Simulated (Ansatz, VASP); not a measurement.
# NiO in VASP and in Ansatz

INCAR

```
PREC = Accurate
ENCUT = 520
EDIFF = 1E-7
ISMEAR = 0
SIGMA = 0.1
LREAL = F
LASPH = T
NELM = 100
ALGO = Normal
ISIF = 2
LWAVE = F
LCHARG = F
GGA = PE
NBANDS = 24
```

The input KPOINTS:

```
Automatic mesh
0
Gamma
  6 6 4
```

POSCAR

```
NiO
1.0
    2.8288312977      0.0000000000      0.0000000000
    0.0000000000      2.8288312977      0.0000000000
    0.0000000000      0.0000000000      5.0163635950
Ni O
2 2
Direct
    0.0000000000      0.5000000000      0.5000000000
    0.5000000000      0.0000000000      0.0000000000
    0.0000000000      0.0000000000      0.2500000000
    0.0000000000      0.0000000000      0.7500000000
```

Input for Ansatz:

```yaml
crystal:
  lattice:
    - [2.8288312977, 0.0, 0.0]
    - [0.0, 2.8288312977, 0.0]
    - [0.0, 0.0, 5.016363595]
  atoms:
    - { symbol: Ni, position: [0.0, 0.5, 0.5] }
    - { symbol: Ni, position: [0.5, 0.0, 0.0] }
    - { symbol: O, position: [0.0, 0.0, 0.25] }
    - { symbol: O, position: [0.0, 0.0, 0.75] }
basis:
  ecutwfc: 420
kpoints:
  mp_grid: { grid: [6, 6, 4] }
hamiltonian:
  xc: pbe
scf:
  occupations: { method: gaussian, width: 0.1 }
  lower_state_search: "off"
output:
  forces: true
  stress: true
  eigenvalues: true
```

Change from the starting cell: the structure that the rattled cell fell into.

Alike in both runs: task single point; functional PBE; k mesh 6 × 6 × 4; occupations gaussian, width 0.1 eV; no spin polarisation.

|  | VASP | Ansatz |
| --- | --- | --- |
| version | VASP 6.6.1 | Ansatz 0.2.0 |
| potentials or method | VASP PAW PBE potentials, release 64 (Ni, O), cutoff 520 eV | scalar-relativistic, plane waves, PAW |
| valence electrons in the cell | 32 | 48 |

VASP gave:

* gap on the k mesh at the Fermi level (eV): none
* pressure (GPa): 0.5
* traceless stress, the component that is largest in VASP (GPa): 0.30

Task: Estimate Ansatz's values.

Result: gap on the k mesh at the Fermi level (eV): none; pressure (GPa): -0.1; traceless stress, the component that is largest in VASP (GPa): 0.00.

A gap of «none» marks a metal or a gap that the smearing closes. VASP's potentials hold 32 valence electrons a cell and Ansatz's 48, so a difference there can come from the potentials and not from the codes.

The k mesh is coarse, so the values compare programs but aren't converged.
